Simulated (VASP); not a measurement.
# Os (P6_3/mmc) in VASP: notebook

The runs below take Os through single point, relaxation of cell and atoms, with LDA.

Program: VASP 6.6.1. These are calculated values, not measurements. Logs are shortened: lines on timing, memory, paths and dates and some standing lists are left out, and cuts for length are marked.

**1. The cell of the first run**

It takes space group P6_3/mmc (No. 194, hexagonal). Conventional cell: a = 2.713 Å, b = 2.713 Å, c = 4.294 Å, α = 90.00°, β = 90.00°, γ = 120.00°. Os (site symmetry -6m2) has 12 Os at 2.66 to 2.71 Å within 3.5 Å.

**2. Single point, LDA**

The input, INCAR:

```
PREC = Accurate
ENCUT = 520
EDIFF = 1E-6
ISMEAR = 0
SIGMA = 0.1
LREAL = False
LASPH = True
NELM = 80
ALGO = Normal
ISIF = 2
LWAVE = False
LCHARG = True
LELF = True
LVHAR = True
NBANDS = 15
```

The input, KPOINTS:

```
regular mesh
0
Gamma
  9 9 5
```

The input, POSCAR:

```
Os
1.0
    2.7131308752      0.0000000000      0.0000000000
   -1.3565654376      2.3496402617      0.0000000000
    0.0000000000      0.0000000000      4.2936931215
Os
2
Direct
    0.3333333333      0.6666666667      0.2500000000
    0.6666666667      0.3333333333      0.7500000000
```

Potentials or basis: VASP PAW LDA potentials, release 64 (Os).

Run with:

```sh
$ cat potpaw_LDA.64/Os/POTCAR > POTCAR
$ mpirun -np 1 vasp_std > vasp.out
```

OUTCAR:

```text
PREC = Accurate
   ENCUT = 520
   EDIFF = 1E-6
   ISMEAR = 0
   LREAL = False
   LASPH = True
   NELM = 80
   ISIF = 2

 ion  position               nearest neighbor table
   1  0.333  0.667  0.250-   2 2.66   2 2.66   2 2.66   2 2.66   2 2.66   2 2.66
   2  0.667  0.333  0.750-   1 2.66   1 2.66   1 2.66   1 2.66   1 2.66   1 2.66

  LATTYP: Found a hexagonal cell.
 ALAT       =     2.7131308752
 C/A-ratio  =     1.5825602667

  Lattice vectors:

 A1 = (   2.7131308752,   0.0000000000,   0.0000000000)
 A2 = (  -1.3565654376,   2.3496402617,   0.0000000000)
 A3 = (   0.0000000000,   0.0000000000,   4.2936931215)

Analysis of symmetry for initial positions (statically):
=====================================================================
 Subroutine PRICEL returns:
 Original cell was already a primitive cell.

 Routine SETGRP: Setting up the symmetry group for a
 hexagonal supercell.

 Subroutine GETGRP returns: Found 24 space group operations
 (whereof 12 operations were pure point group operations)
 out of a pool of 24 trial point group operations.

The static configuration has the point symmetry D_3d.
 The point group associated with its full space group is D_6h.

Analysis of symmetry for dynamics (positions and initial velocities):
=====================================================================
 Subroutine PRICEL returns:
 Original cell was already a primitive cell.

 Routine SETGRP: Setting up the symmetry group for a
 hexagonal supercell.

 Subroutine GETGRP returns: Found 24 space group operations
 (whereof 12 operations were pure point group operations)
 out of a pool of 24 trial point group operations.

The dynamic configuration has the point symmetry D_3d.
 The point group associated with its full space group is D_6h.

 Subroutine INISYM returns: Found 24 space group operations
 (whereof 12 operations are pure point group operations),
 and found     1 'primitive' translations

----------------------------------------------------------------------------------------

                                     Primitive cell

  volume of cell :      27.3718

  direct lattice vectors                    reciprocal lattice vectors
     2.713130875  0.000000000  0.000000000     0.368577870  0.212798533  0.000000000
    -1.356565438  2.349640262  0.000000000     0.000000000  0.425597065  0.000000000
     0.000000000  0.000000000  4.293693121     0.000000000  0.000000000  0.232899737

  length of vectors
     2.713130875  2.713130875  4.293693121     0.425597065  0.425597065  0.232899737

  position of ions in fractional coordinates (direct lattice)
     0.333333333  0.666666667  0.250000000
     0.666666667  0.333333333  0.750000000

  ion indices of the primitive-cell ions
   primitive index   ion index
                 1           1
                 2           2

----------------------------------------------------------------------------------------

 KPOINTS: regular mesh

Automatic generation of k-mesh.
 Grid dimensions read from file:
 generate k-points for:    9    9    5

 Generating k-lattice:

  Cartesian coordinates                     Fractional coordinates (reciprocal lattice)
     0.040953097  0.023644281  0.000000000     0.111111111  0.000000000  0.000000000
     0.000000000  0.047288563  0.000000000     0.000000000  0.111111111  0.000000000
     0.000000000  0.000000000  0.046579947     0.000000000  0.000000000  0.200000000

  Length of vectors
     0.047288563  0.047288563  0.046579947

  Shift w.r.t. Gamma in fractional coordinates (k-lattice)
     0.000000000  0.000000000  0.000000000

 Subroutine IBZKPT returns following result:
 ===========================================

 Found     36 irreducible k-points:

 Following reciprocal coordinates:
            Coordinates               Weight
  0.000000  0.000000  0.000000      1.000000
  0.111111 -0.000000  0.000000      6.000000
  0.222222  0.000000  0.000000      6.000000
  0.333333  0.000000  0.000000      6.000000
  0.444444  0.000000  0.000000      6.000000
  0.111111  0.111111  0.000000      6.000000
[... 16 lines left out ...]
  0.333333  0.222222  0.200000     24.000000
  0.333333  0.333333  0.200000      4.000000
 [... further k-points ...]
   k-points           NKPTS =     36   k-points in BZ     NKDIM =     36   number of bands    NBANDS=     15
   number of dos      NEDOS =    301   number of ions     NIONS =      2
   total plane-waves  NPLWV =  12800
   dimension x,y,z NGX =    20 NGY =   20 NGZ =   32
   dimension x,y,z NGXF=    40 NGYF=   40 NGZF=   64
   ions per type =               2
   NGX,Y,Z   is equivalent  to a cutoff of  12.25, 12.25, 12.39 a.u.
   NGXF,Y,Z  is equivalent  to a cutoff of  24.51, 24.51, 24.78 a.u.
 SYSTEM =  unknown system
   PREC   = accura    normal or accurate (medium, high low for compatibility)
   ISTART =      0    job   : 0-new  1-cont  2-samecut
   ICHARG =      2    charge: 1-file 2-atom 10-const
   ISPIN  =      1    spin polarized calculation?
   LNONCOLLINEAR =      F non collinear calculations
   LSORBIT =      F    spin-orbit coupling
   LASPH  =      T    aspherical Exc in radial PAW
   ENCUT  =  520.0 eV  38.22 Ry    6.18 a.u.   5.04  5.04  7.98*2*pi/ulx,y,z
   NELM   =     80;   NELMIN=  2; NELMDL= -5     # of ELM steps
   EDIFF  = 0.1E-05   stopping-criterion for ELM
   LREAL  =      F    real-space projection
   EDIFFG = 0.1E-04   stopping-criterion for IOM
   NSW    =      0    number of steps for IOM
   IBRION =     -1    ionic relax: 0-MD 1-quasi-New 2-CG
   NFREE  =      0    steps in history (QN), initial steepest desc. (CG)
   ISIF   =      2    stress and relaxation
   ISYM   =      2    0-nonsym 1-usesym 2-fastsym
   POTIM  = 0.5000    time-step for ionic-motion
   TEBEG  =    0.0;   TEEND  =   0.0 temperature during run
   PSTRESS=    0.0 pullay stress
   NELECT =      16.0000    total number of electrons
   NUPDOWN=      -1.0000    fix difference up-down
   EMIN   =  10.00;   EMAX   =-10.00  energy-range for DOS
   EFERMI =   0.00;   METHOD = LEGACY
   ISMEAR =     0;   SIGMA  =   0.10  broadening in eV -4-tet -1-fermi 0-gaus
   EFERMI_NEDOS =   21; number of points for ismear=-14 and -15
   IALGO  =     38    algorithm
   IMIX   =      4    mixing-type and parameters
     AMIX     =   0.40;   BMIX     =  1.00
     AMIX_MAG =   1.60;   BMIX_MAG =  1.00
  volume/ion in A,a.u.               =      13.69        92.36
  Fermi-wavevector in a.u.,A,eV,Ry     =   1.368822  2.586699 25.492895  1.873675
  Thomas-Fermi vector in A             =   2.494752
   LORBIT       =      0    0 simple, 1 ext, 2 COOP (PROOUT), +10 PAW based schemes
   GGA     = CA    functional components
   LHFCALC =     F    Hartree Fock is set to
   AEXX    =    0.0000 exact exchange contribution
   IVDW    =     0    specifies the selected vdW correction
   LEPSILON=     F    determine dielectric tensor
   LRPA    =     F    only Hartree local field effects (RPA)
 non-spin polarized calculation
 Gauss-broadening in eV      SIGMA  =   0.10
  energy-cutoff  :      520.00
  volume of cell :       27.37
 maximum number of plane-waves:       756
   NGX = 11   NGY = 11   NGZ = 15

 number of electron      15.9999998 magnetization

 Free energy of the ion-electron system (eV)
  ---------------------------------------------------
  ext. energy  EPLUGINS =         0.00000000
  ---------------------------------------------------
  free energy    TOTEN  =       -25.33654325 eV

  energy without entropy =      -25.33086535  energy(sigma->0) =      -25.33370430

 E-fermi :   9.9383     XC(G=0): -14.3023

 val. band max:        9.9214827647   @ k =   0.1111   0.1111   0.4000
 cond. band min:       9.9485733835   @ k =   0.1111  -0.0000   0.4000
 fundamental gap:      0.0270906188
 Fermi energy:         9.9383320963

 k-point     1 :       0.0000    0.0000    0.0000
  band No.  band energies     occupation
      1      -1.3349      2.00000
      2       1.7545      2.00000
      3       6.5609      2.00000
      4       6.5609      2.00000
      5       6.8089      2.00000
      6       7.4262      2.00000
      7       7.4262      2.00000
      8       8.1337      2.00000
      9       8.1337      2.00000
     10       9.8638      1.70795
     11      11.4750      0.00000
     12      11.4750      0.00000
     13      19.0576      0.00000
     14      23.8413      0.00000
     15      26.5484      0.00000

 k-point     2 :       0.1111   -0.0000    0.0000
  band No.  band energies     occupation
      1      -0.8293      2.00000
      2       2.1926      2.00000
      3       5.8331      2.00000
      4       7.0124      2.00000
      5       7.1052      2.00000
      6       7.3644      2.00000
      7       7.4770      2.00000
      8       7.7914      2.00000
      9       7.8481      2.00000
     10       8.5302      2.00000
     11      11.7088      0.00000
     12      13.7111      0.00000
     13      19.0052      0.00000
     14      24.8573      0.00000
     15      27.1684      0.00000

 k-point     3 :       0.2222    0.0000    0.0000
  band No.  band energies     occupation
      1       0.4902      2.00000
      2       2.9936      2.00000
      3       5.2206      2.00000
      4       5.4708      2.00000
      5       6.6175      2.00000
      6       7.0993      2.00000
      7       7.8771      2.00000
      8       8.2927      2.00000
      9       8.5652      2.00000
     10       9.0300      2.00000
     11      12.1169      0.00000
     12      16.7506      0.00000
     13      18.6919      0.00000
     14      25.0872      0.00000
     15      26.5600      0.00000

 k-point     4 :       0.3333    0.0000    0.0000
  band No.  band energies     occupation
      1       1.8855      2.00000
      2       2.8320      2.00000
      3       3.9844      2.00000
      4       5.7021      2.00000
      5       6.4755      2.00000
      6       6.9759      2.00000
      7       7.4042      2.00000
      8      10.1084      0.01616
      9      10.3904      0.00000
     10      10.6781      0.00000
     11      12.4048      0.00000
     12      18.3632      0.00000
     13      19.6260      0.00000
     14      21.0994      0.00000
     15      24.4653      0.00000
[... 307 lines left out ...]
 k-point    22 :       0.2222    0.2222    0.2000
  band No.  band energies     occupation
      1       2.9460      2.00000
      2       3.4459      2.00000
      3       4.3301      2.00000
      4       4.6413      2.00000
      5       6.2850      2.00000
      6       6.7438      2.00000
      7       7.1093      2.00000
      8       9.5959      2.00000
      9      10.9846      0.00000
     10      11.8509      0.00000
     11      13.1401      0.00000
     12      17.2718      0.00000
     13      19.4724      0.00000
     14      21.5204      0.00000
     15      23.8691      0.00000

 k-point    23 :       0.3333    0.2222    0.2000
  band No.  band energies     occupation
      1       2.9371      2.00000
      2       3.8780      2.00000
      3       4.1234      2.00000
      4       4.7684      2.00000
      5       6.0285      2.00000
      6       6.8876      2.00000
      7       7.9733      2.00000
      8      10.5250      0.00000
      9      10.9877      0.00000
     10      12.2256      0.00000
     11      14.8900      0.00000
     12      16.5653      0.00000
     13      19.3274      0.00000
     14      20.0616      0.00000
     15      23.1630      0.00000

 k-point    24 :       0.3333    0.3333    0.2000
  band No.  band energies     occupation
      1       3.3664      2.00000
      2       4.0625      2.00000
      3       4.0625      2.00000
      4       5.0486      2.00000
      5       6.2040      2.00000
      6       6.2040      2.00000
      7       8.2215      2.00000
      8      10.5888      0.00000
      9      11.3704      0.00000
     10      11.3704      0.00000
     11      15.8624      0.00000
     12      15.8624      0.00000
     13      18.3921      0.00000
     14      22.9061      0.00000
     15      22.9061      0.00000

 [... further k-points ...]

------------------------ aborting loop because EDIFF is reached ----------------------------------------

  FORCE on cell =-STRESS in cart. coord.  units (eV):
  Direction    XX          YY          ZZ          XY          YZ          ZX
  --------------------------------------------------------------------------------------
  -------------------------------------------------------------------------------------
  Total        0.1894292      0.1894292      0.1657140     -0.0000000      0.0000000      0.0000000
  in kB       11.0880294     11.0880294      9.6998890     -0.0000000      0.0000000      0.0000000
  external PRESSURE =      10.6253159 kB  Pullay stress =       0.0000000 kB

 VOLUME and BASIS-vectors are now :
 -----------------------------------------------------------------------------
  energy-cutoff  :      520.00
  volume of cell :       27.37
      direct lattice vectors                 reciprocal lattice vectors
     2.713130875  0.000000000  0.000000000     0.368577870  0.212798533  0.000000000
    -1.356565438  2.349640262  0.000000000     0.000000000  0.425597065  0.000000000
     0.000000000  0.000000000  4.293693121     0.000000000  0.000000000  0.232899737

 POSITION                                       TOTAL-FORCE (eV/Angst)
 -----------------------------------------------------------------------------------
     -0.00000      1.56643      1.07342        -0.000000     -0.000000      0.000000
      1.35657      0.78321      3.22027         0.000000      0.000000      0.000000
 -----------------------------------------------------------------------------------
    total drift:                                0.000000     -0.000000     -0.000000

  FREE ENERGIE OF THE ION-ELECTRON SYSTEM (eV)
  ---------------------------------------------------
  free  energy   TOTEN  =       -25.3365432505 eV

  energy  without entropy=      -25.3308653525  energy(sigma->0) =      -25.33370430
```

Wall time 24 s (1 thread of AMD EPYC, shared host); peak memory 0.1 GiB.

What came out:

```
Free energy            : -25.3365 eV
Pressure               : 1.1 GPa
Band gap on the k mesh : zero (band 8 reaches 11.82 eV, above the bottom of band 9 at 7.85 eV)
```

Levels at points of the mesh, in eV from the Fermi level:
| k point | band 4 | band 5 | band 6 | band 7 | band 8 | band 9 | band 10 | band 11 | band 12 | band 13 |
| --- | --- | --- | --- | --- | --- | --- | --- | --- | --- | --- |
| (0.00, 0.00, 0.00) | -3.38 | -3.13 | -2.51 | -2.51 | -1.80 | -1.80 | -0.07 | 1.54 | 1.54 | 9.12 |

Caveat: spin-orbit coupling is left out, which moves the levels of the heavy elements.

**3. Relaxation of cell and atoms, LDA**

This run uses another cell than the first one, of 13.98 Å³/atom, 1.022 times its volume.

The input, INCAR:

```
ALGO = Normal
EDIFF = 1E-6
EDIFFG = -0.02
ENCUT = 600
IBRION = 2
ISIF = 3
ISMEAR = 0
LASPH = True
LCHARG = False
LREAL = False
LWAVE = False
NELM = 60
NSW = 80
PREC = Accurate
SIGMA = 0.1
```

The input, KPOINTS:

```
k-points
0
Gamma
  9 9 5
```

The input, POSCAR:

```
Os
1.0
    2.7341000000      0.0000000000      0.0000000000
   -1.3670500000      2.3678000600      0.0000000000
    0.0000000000      0.0000000000      4.3197000000
Os
2
Direct
    0.3333333326      0.6666666653      0.2500000000
    0.6666666674      0.3333333347      0.7500000000
```

Potentials or basis: VASP PAW LDA potentials, release 64 (Os).

Run with:

```sh
$ cat potpaw_LDA.64/Os/POTCAR > POTCAR
$ mpirun -np 1 vasp_std > vasp.out
```

OUTCAR:

```text
EDIFF = 1E-6
   EDIFFG = -0.02
   ENCUT = 600
   IBRION = 2
   ISIF = 3
   ISMEAR = 0
   LASPH = True
   LREAL = False
   NELM = 60
   NSW = 80
   PREC = Accurate

 ion  position               nearest neighbor table
   1  0.333  0.667  0.250-   2 2.68   2 2.68   2 2.68   2 2.68   2 2.68   2 2.68
   2  0.667  0.333  0.750-   1 2.68   1 2.68   1 2.68   1 2.68   1 2.68   1 2.68

  LATTYP: Found a hexagonal cell.
 ALAT       =     2.7341000000
 C/A-ratio  =     1.5799348963

  Lattice vectors:

 A1 = (   2.7341000000,   0.0000000000,   0.0000000000)
 A2 = (  -1.3670500000,   2.3678000600,   0.0000000000)
 A3 = (   0.0000000000,   0.0000000000,   4.3197000000)

Analysis of symmetry for initial positions (statically):
=====================================================================
 Subroutine PRICEL returns:
 Original cell was already a primitive cell.

 Routine SETGRP: Setting up the symmetry group for a
 hexagonal supercell.

 Subroutine GETGRP returns: Found 24 space group operations
 (whereof 12 operations were pure point group operations)
 out of a pool of 24 trial point group operations.

The static configuration has the point symmetry D_3d.
 The point group associated with its full space group is D_6h.

Analysis of symmetry for dynamics (positions and initial velocities):
=====================================================================
 Subroutine PRICEL returns:
 Original cell was already a primitive cell.

 Routine SETGRP: Setting up the symmetry group for a
[... 167 lines left out ...]
  external PRESSURE =     -80.5772050 kB  Pullay stress =       0.0000000 kB
[... 23 lines left out ...]
--------------------------------------- Ionic step        2  -------------------------------------------

 number of electron      16.0000000 magnetization

 E-fermi :  11.3199     XC(G=0): -14.7705

 val. band max:       11.2964812333   @ k =   0.1111   0.1111   0.4000
 cond. band min:      11.3258358394   @ k =   0.2222   0.0000   0.4000
 fundamental gap:      0.0293546061
 Fermi energy:        11.3198738149

 k-point     1 :       0.0000    0.0000    0.0000
  band No.  band energies     occupation
      1      -0.7428      2.00000
      2       2.2613      2.00000
      3       7.4852      2.00000
      4       7.4852      2.00000
      5       7.7795      2.00000
      6       8.4777      2.00000
      7       8.4777      2.00000
      8       9.2759      2.00000
      9       9.2759      2.00000
     10      11.2756      1.46904
     11      13.0438      0.00000
     12      13.0438      0.00000
[... 524 lines left out ...]
--------------------------------------- Ionic step        7  -------------------------------------------

 number of electron      16.0000000 magnetization

 Free energy of the ion-electron system (eV)
  ---------------------------------------------------
  ext. energy  EPLUGINS =         0.00000000
  ---------------------------------------------------
  free energy    TOTEN  =       -25.34138958 eV

  energy without entropy =      -25.33568009  energy(sigma->0) =      -25.33853484

 E-fermi :   9.8972     XC(G=0): -14.2876

 val. band max:        9.8807035147   @ k =   0.1111   0.1111   0.4000
 cond. band min:       9.9072507223   @ k =   0.1111   0.0000   0.4000
 fundamental gap:      0.0265472076
 Fermi energy:         9.8971993516

 k-point     1 :       0.0000    0.0000    0.0000
  band No.  band energies     occupation
      1      -1.3522      2.00000
      2       1.7391      2.00000
      3       6.5324      2.00000
      4       6.5324      2.00000
      5       6.7832      2.00000
      6       7.3948      2.00000
      7       7.3948      2.00000
      8       8.0966      2.00000
      9       8.0966      2.00000
     10       9.8258      1.68742
     11      11.4284      0.00000
     12      11.4284      0.00000
[... 374 lines left out ...]
  FREE ENERGIE OF THE ION-ELECTRON SYSTEM (eV)
  ---------------------------------------------------
  free  energy   TOTEN  =       -25.3413895834 eV

  energy  without entropy=      -25.3356800924  energy(sigma->0) =      -25.33853484

 reached required accuracy - stopping structural energy minimisation
```

Run time: 99 s. Hardware: 1 thread of AMD EPYC, shared host; peak memory 0.12 GiB.

Results:

```yaml
Free_energy: -25.3414 eV
Relaxed_volume: 13.72 Å³/atom
Relaxed_cell: a = 2.716 Å, b = 2.716 Å, c = 4.297 Å, α = 90.00°, β = 90.00°, γ = 120.00°
Space_group_after_relaxing_to_0.05_Å: P6_3/mmc (No. 194)
Energy_gained_by_relaxing: 6.6 meV/atom
Ionic_steps: 7
Pressure_after_relaxing: 0.1 GPa
Band_gap_on_the_k_mesh: zero (band 8 reaches 11.78 eV, above the bottom of band 9 at 7.82 eV)
```

Step by step:
```tsv
step	energy change (eV)	largest force (eV/Å)	pressure (GPa)	volume (Å³)
1	0.0000	0.0000	-8.06	27.96
2	0.2923	0.0000	47.51	25.21
3	-0.0131	0.0000	-0.34	27.47
4	-0.0131	0.0000	-0.04	27.45
5	-0.0131	0.0000	0.13	27.44
6	-0.0131	0.0000	0.14	27.44
7	-0.0132	0.0000	0.13	27.44
```

Final structure:
```
Os
1.0
     2.71575    0.00000    0.00000
    -1.35788    2.35191    0.00000
     0.00000    0.00000    4.29655
Os
2
Cartesian
  0.0000 1.5679 1.0741
  1.3579 0.7840 3.2224
```

Levels at points of the mesh, in eV from the Fermi level:
```tsv
k point	band 5	band 6	band 7	band 8	band 9	band 10	band 11	band 12
(0.00, 0.00, 0.00)	-3.11	-2.50	-2.50	-1.80	-1.80	-0.07	1.53	1.53
```

Caveat: spin-orbit coupling is left out, which moves the levels of the heavy elements. Zero-point motion and thermal expansion aren't in these numbers.
